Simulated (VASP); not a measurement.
Runs of VASP 6.6.1 on Na. The structure is that of space group Fm-3m (No. 225), or close to it. The cells are those of the table. This isn't the form of Na at room conditions, which is bcc.

```tsv
cell	gap on the mesh (eV)	pressure (GPa)
a = 3.817 Å, angles 60.0°, 1 atom	none	-0.4
a = 3.693 Å, angles 60.0°, 1 atom	none	(a)
a = 3.667 Å, angles 60.0°, 1 atom	none	0.5
a = 3.719 Å, angles 60.0°, 1 atom	none	0.1
```

Alike in all rows: task single point; level PBE; potentials or basis VASP PAW PBE potentials, release 64 (Na_pv); no spin polarisation; k mesh 35 × 35 × 35; cutoff (eV) 520; smearing fermi-dirac 0.0612256 eV.

Estimate the missing entries.

(a) 0.3.

A gap of «none» marks levels without a gap at the run's occupations.
